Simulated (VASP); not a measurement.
Wanted: the native input for a VASP 6.6.1 run.

| Item | Value |
| --- | --- |
| Task | single point |
| Functional | r2SCAN |
| Potentials or basis | VASP PAW PBE potentials, release 64 (Cs_sv, H) |
| Cutoff | 520 eV |
| k mesh | 6 × 6 × 6 |
| Occupations | gaussian, width 0.05 eV |
| Spin | no spin polarisation |
| Dipole correction | no |
| Further INCAR settings | ALGO = Normal; EDIFF = 1e-07; NBANDS = 12 |

CsH:

```
Cs H
1.0
     0.00000    3.18800    3.18800
     3.18800    0.00000    3.18800
     3.18800    3.18800    0.00000
Cs H
1 1
Direct
  0.00784 0.00784 0.99216
  0.50000 0.50000 0.50000
```

This cell differs from its parent crystal: all Cs atoms moved +0.050 Å, as atom 1 along Cartesian [0 0 1].

These files were run (other wordings do the same):

POSCAR

```
CsH
1.0
    0.0000000000      3.1880000000      3.1880000000
    3.1880000000      0.0000000000      3.1880000000
    3.1880000000      3.1880000000      0.0000000000
Cs H
1 1
Direct
    0.0078419072      0.0078419072     -0.0078419072
    0.5000000000      0.5000000000      0.5000000000
```

INCAR.step1

```
ALGO     = Normal         # electronic algorithm
EDIFF    = 1E-4           # SCF threshold, eV
ENCUT    = 520            # plane-wave cutoff, eV
GGA      = PE             # functional
ISMEAR   = 0              # smearing method
LASPH    = True           # aspherical terms in the spheres
LCHARG   = False          # write CHGCAR
LREAL    = False          # projectors in reciprocal space
LWAVE    = True           # write WAVECAR
NBANDS   = 12             # bands
NELM     = 80             # most SCF steps
PREC     = Accurate       # precision mode
SIGMA    = 0.05           # smearing width, eV
```

INCAR.step2

```
ALGO     = Normal         # electronic algorithm
EDIFF    = 1E-7           # SCF threshold, eV
ENCUT    = 520            # plane-wave cutoff, eV
ISIF     = 2              # what is computed and relaxed
ISMEAR   = 0              # smearing method
ISTART   = 1            
LASPH    = True           # aspherical terms in the spheres
LCHARG   = True           # write CHGCAR
LELF     = True           # ELF
LMIXTAU  = True         
LREAL    = False          # projectors in reciprocal space
LVHAR    = True         
LWAVE    = False          # write WAVECAR
METAGGA  = R2SCAN         # meta-GGA
NBANDS   = 12             # bands
NELM     = 80             # most SCF steps
PREC     = Accurate       # precision mode
SIGMA    = 0.05           # smearing width, eV
```

KPOINTS

```
k-points
0
Gamma
  6 6 6
```

Potentials or basis: VASP PAW PBE potentials, release 64 (Cs_sv, H).

Run with:

```console
$ cat potpaw_PBE.64/Cs_sv/POTCAR potpaw_PBE.64/H/POTCAR > POTCAR
$ cp INCAR.step1 INCAR
$ mpirun -np 1 vasp_std > vasp.out
$ cp INCAR.step2 INCAR
$ mpirun -np 1 vasp_std > vasp.out
```

It gave:

- Pressure: 0.0 GPa
- Largest force: 0.031 eV/Å
- Band gap on the k mesh: 2.67 eV, direct

Caveat: the cell differs from its parent crystal (all Cs atoms moved +0.050 Å, as atom 1 along Cartesian [0 0 1]); the PAW data sets were made with another functional, which shifts forces and pressure a little; spin-orbit coupling is left out, which moves the levels of the heavy elements.

It took 46 s on 1 thread of Intel(R) Xeon(R) 6975P-C (Granite Rapids) (shared host), peak memory 0.22 GiB.
